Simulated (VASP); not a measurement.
# AlN (Fm-3m) in VASP: notebook, part 2 of 2

VASP 6.6.1. Earlier steps stand in the parts before.

## (4) Single point, r2SCAN+D4

This run uses another cell than the first one, of 8.15 Å³/atom, 1.053 times its volume.

The input, POSCAR:

```
AlN
1.0
    0.0000000000      2.0124523046      2.0124523046
    2.0124523046      0.0000000000      2.0124523046
    2.0124523046      2.0124523046      0.0000000000
Al N
1 1
Direct
    0.0000000000      0.0000000000      0.0000000000
    0.5000000000      0.5000000000      0.5000000000
```

The input, INCAR.step1:

```
PREC     = Accurate       # precision mode
ENCUT    = 520            # plane-wave cutoff, eV
ISMEAR   = 0              # smearing method
SIGMA    = 0.05           # smearing width, eV
LREAL    = False          # projectors in reciprocal space
LASPH    = True           # aspherical terms in the spheres
NELM     = 100            # most SCF steps
NBANDS   = 11             # bands
GGA      = PE             # functional
ALGO     = Normal         # electronic algorithm
EDIFF    = 1E-4           # SCF threshold, eV
LWAVE    = True           # write WAVECAR
LCHARG   = False          # write CHGCAR
```

The input, INCAR.step2:

```
PREC     = Accurate       # precision mode
ENCUT    = 520            # plane-wave cutoff, eV
EDIFF    = 1E-6           # SCF threshold, eV
ISMEAR   = 0              # smearing method
SIGMA    = 0.05           # smearing width, eV
LREAL    = False          # projectors in reciprocal space
LASPH    = True           # aspherical terms in the spheres
NELM     = 100            # most SCF steps
ALGO     = Normal         # electronic algorithm
ISIF     = 2              # what is computed and relaxed
LWAVE    = False          # write WAVECAR
LCHARG   = False          # write CHGCAR
METAGGA  = R2SCAN         # meta-GGA
LMIXTAU  = True         
IVDW     = 13             # dispersion correction
VDW_S6   = 1.0          
VDW_S8   = 0.6018749    
VDW_A1   = 0.51559235   
VDW_A2   = 5.77342911   
NBANDS   = 11             # bands
ISTART   = 1
```

The input, KPOINTS:

```
Automatic mesh
0
Gamma
  10 10 10
```

Potentials or basis: VASP PAW PBE potentials, release 64 (Al, N).

The run is started by

```
$ cat potpaw_PBE.64/Al/POTCAR potpaw_PBE.64/N/POTCAR > POTCAR
$ cp INCAR.step1 INCAR
$ mpirun -np 1 vasp_std > vasp.out
$ cp INCAR.step2 INCAR
$ mpirun -np 1 vasp_std > vasp.out
```

OUTCAR:

```text
PREC = Accurate
   ENCUT = 520
   EDIFF = 1E-6
   ISMEAR = 0
   LREAL = False
   LASPH = True
   NELM = 100
   ISIF = 2
   METAGGA = R2SCAN
   IVDW = 13
   ISTART = 1

 ion  position               nearest neighbor table
   1  0.000  0.000  0.000-   2 2.01   2 2.01   2 2.01   2 2.01   2 2.01   2 2.01
   2  0.500  0.500  0.500-   1 2.01   1 2.01   1 2.01   1 2.01   1 2.01   1 2.01

  LATTYP: Found a face centered cubic cell.
 ALAT       =     4.0249046092

  Lattice vectors:
[... 524 lines left out ...]

------------------------ aborting loop because EDIFF is reached ----------------------------------------

  DFT-D4 for vdW energy calculation

  Edisp (eV):   -0.27898

  FORCE on cell =-STRESS in cart. coord.  units (eV):
  Direction    XX          YY          ZZ          XY          YZ          ZX
  --------------------------------------------------------------------------------------
  -------------------------------------------------------------------------------------
  Total      -0.06656    -0.06656    -0.06656     0.00000     0.00000    -0.00000
  in kB      -6.54195    -6.54195    -6.54195     0.00000     0.00000    -0.00000
  external pressure =       -6.54 kB  Pullay stress =        0.00 kB

 VOLUME and BASIS-vectors are now :
 -----------------------------------------------------------------------------
  energy-cutoff  :      520.00
  volume of cell :       16.30
      direct lattice vectors                 reciprocal lattice vectors
     0.000000000  2.012452305  2.012452305    -0.248453093  0.248453093  0.248453093
     2.012452305  0.000000000  2.012452305     0.248453093 -0.248453093  0.248453093
     2.012452305  2.012452305  0.000000000     0.248453093  0.248453093 -0.248453093

 POSITION                                       TOTAL-FORCE (eV/Angst)
 -----------------------------------------------------------------------------------
      0.00000      0.00000      0.00000        -0.000000     -0.000000      0.000000
      2.01245      2.01245      2.01245         0.000000      0.000000      0.000000
 -----------------------------------------------------------------------------------
    total drift:                               -0.000000     -0.000000      0.000000

  FREE ENERGIE OF THE ION-ELECTRON SYSTEM (eV)
  ---------------------------------------------------
  free  energy   TOTEN  =       -19.1751864600 eV

  energy  without entropy=      -19.1751864600  energy(sigma->0) =      -19.17518646
```

OUTCAR.step1:

```text
PREC = Accurate
   ENCUT = 520
   ISMEAR = 0
   LREAL = False
   LASPH = True
[... 558 lines left out ...]
      0.00000      0.00000      0.00000         0.000000     -0.000000      0.000000
      2.01245      2.01245      2.01245        -0.000000      0.000000     -0.000000
 -----------------------------------------------------------------------------------
    total drift:                               -0.000000     -0.000000      0.000000

  FREE ENERGIE OF THE ION-ELECTRON SYSTEM (eV)
  ---------------------------------------------------
  free  energy   TOTEN  =       -14.5309884825 eV

  energy  without entropy=      -14.5309884825  energy(sigma->0) =      -14.53098848
```

OSZICAR.step1:

```text
N       E                     dE             d eps       ncg     rms          rms(c)
DAV:   1     0.892422798102E+01    0.89242E+01   -0.39349E+03  1074   0.617E+02
DAV:   2    -0.156313457220E+02   -0.24556E+02   -0.23783E+02  1186   0.138E+02
DAV:   3    -0.162853980547E+02   -0.65405E+00   -0.65331E+00  1286   0.206E+01
DAV:   4    -0.162880012399E+02   -0.26032E-02   -0.26030E-02  1163   0.139E+00
DAV:   5    -0.162880243006E+02   -0.23061E-04   -0.23061E-04  1214   0.128E-01    0.765E+00
DAV:   6    -0.145524192731E+02    0.17356E+01   -0.74072E+00  1118   0.145E+01    0.272E+00
DAV:   7    -0.145365995024E+02    0.15820E-01   -0.19231E-01  1174   0.317E+00    0.179E+00
DAV:   8    -0.145312968808E+02    0.53026E-02   -0.15655E-02  1091   0.109E+00    0.341E-01
DAV:   9    -0.145309310686E+02    0.36581E-03   -0.15212E-03  1178   0.234E-01    0.153E-01
DAV:  10    -0.145309884825E+02   -0.57414E-04   -0.13446E-04   635   0.866E-02
   1 F= -.14530988E+02 E0= -.14530988E+02  d E =-.130219E-15
```

Wall time 18 s (1 thread of Intel Xeon 6975P-C, shared host); peak memory 0.14 GiB.

Results:

```yaml
Free_energy: -19.1752 eV
Pressure: -0.7 GPa
Band_gap_on_the_k_mesh: 5.62 eV, indirect (least direct gap 6.72 eV)
Dispersion_energy_per_atom: -0.139 eV
```

Levels at points of the mesh, in eV from the valence-band top:
| k point | band 1 | band 2 | band 3 | band 4 | band 5 | band 6 | band 7 | band 8 | band 9 |
| --- | --- | --- | --- | --- | --- | --- | --- | --- | --- |
| (0.00, 0.00, 0.00) | -18.53 | 0.00 | 0.00 | 0.00 | 6.72 | 12.96 | 12.96 | 12.96 | 18.68 |
| (0.50, 0.00, 0.00) | -15.23 | -8.53 | -1.18 | -1.18 | 7.00 | 12.02 | 12.02 | 14.85 | 17.64 |
| (0.50, 0.50, 0.00) | -14.24 | -7.64 | -2.93 | -2.93 | 5.62 | 5.96 | 15.55 | 18.93 | 18.93 |

Caveat: the PAW data sets were made with another functional, which shifts forces and pressure a little.

## (5) Single point, r2SCAN+D4

This run uses another cell than the first one, of 8.16 Å³/atom, 1.054 times its volume.

The input, POSCAR:

```
AlN
1.0
    0.0000000000      2.0129741509      2.0129741509
    2.0129741509      0.0000000000      2.0129741509
    2.0129741509      2.0129741509      0.0000000000
Al N
1 1
Direct
    0.0000000000      0.0000000000      0.0000000000
    0.5000000000      0.5000000000      0.5000000000
```

The input, INCAR.step1:

```
PREC     = Accurate       # precision mode
ENCUT    = 520            # plane-wave cutoff, eV
ISMEAR   = 0              # smearing method
SIGMA    = 0.05           # smearing width, eV
LREAL    = F              # projectors in reciprocal space
LASPH    = T              # aspherical terms in the spheres
NELM     = 80             # most SCF steps
NBANDS   = 11             # bands
GGA      = PE             # functional
ALGO     = Normal         # electronic algorithm
EDIFF    = 1E-4           # SCF threshold, eV
LWAVE    = T              # write WAVECAR
LCHARG   = F              # write CHGCAR
```

The input, INCAR.step2:

```
PREC     = Accurate       # precision mode
ENCUT    = 520            # plane-wave cutoff, eV
EDIFF    = 1E-6           # SCF threshold, eV
ISMEAR   = 0              # smearing method
SIGMA    = 0.05           # smearing width, eV
LREAL    = F              # projectors in reciprocal space
LASPH    = T              # aspherical terms in the spheres
NELM     = 80             # most SCF steps
ALGO     = Normal         # electronic algorithm
ISIF     = 2              # what is computed and relaxed
LWAVE    = F              # write WAVECAR
LCHARG   = F              # write CHGCAR
METAGGA  = R2SCAN         # meta-GGA
LMIXTAU  = T            
IVDW     = 13             # dispersion correction
VDW_S6   = 1.0          
VDW_S8   = 0.6018749    
VDW_A1   = 0.51559235   
VDW_A2   = 5.77342911   
NBANDS   = 11             # bands
ISTART   = 1
```

The input, KPOINTS:

```
regular mesh
0
Gamma
  10 10 10
```

The run is started by

```
$ cat potpaw_PBE.64/Al/POTCAR potpaw_PBE.64/N/POTCAR > POTCAR
$ cp INCAR.step1 INCAR
$ mpirun -np 1 vasp_std > vasp.out
$ cp INCAR.step2 INCAR
$ mpirun -np 1 vasp_std > vasp.out
```

Run time: 20 s. Hardware: 1 thread of Intel Xeon 6975P-C, shared host; peak memory 0.14 GiB.

Results (log left out):

| Quantity | Value |
| --- | --- |
| Free energy | -19.1752 eV |
| Pressure | -0.9 GPa |
| Band gap on the k mesh | 5.62 eV, indirect (least direct gap 6.71 eV) |
| Dispersion energy per atom | -0.139 eV |

Levels at points of the mesh, in eV from the valence-band top:
```csv
k point,band 1,band 2,band 3,band 4,band 5,band 6,band 7,band 8
"(0.00, 0.00, 0.00)",-18.52,0.00,0.00,0.00,6.71,12.96,12.96,12.96
"(0.50, 0.00, 0.00)",-15.23,-8.53,-1.18,-1.18,6.99,12.01,12.01,14.84
"(0.50, 0.50, 0.00)",-14.24,-7.63,-2.93,-2.93,5.62,5.96,15.54,18.92
```

Caveat: the PAW data sets were made with another functional, which shifts forces and pressure a little. A k mesh can miss the band edges.

## (6) Overview

| cell | gap on the mesh (eV) | pressure (GPa) |
| --- | --- | --- |
| a = 2.797 Å, angles 60.0°, 2 atoms | 5.87 | 15.5 |
| a = 2.808 Å, angles 60.0°, 2 atoms | 5.89 | 11.6 |
| a = 2.846 Å, angles 60.0°, 2 atoms | 5.62 | -0.7 |
| a = 2.847 Å, angles 60.0°, 2 atoms | 5.62 | -0.9 |

Alike in all rows: task single point; level r2SCAN+D4; potentials or basis VASP PAW PBE potentials, release 64 (Al, N); no spin polarisation; k mesh 10 × 10 × 10; cutoff (eV) 520; smearing gaussian 0.05 eV.

Caveats: the PAW data sets were made with another functional, which shifts forces and pressure a little.

Absolute energies hang on the potentials; compare differences alone.
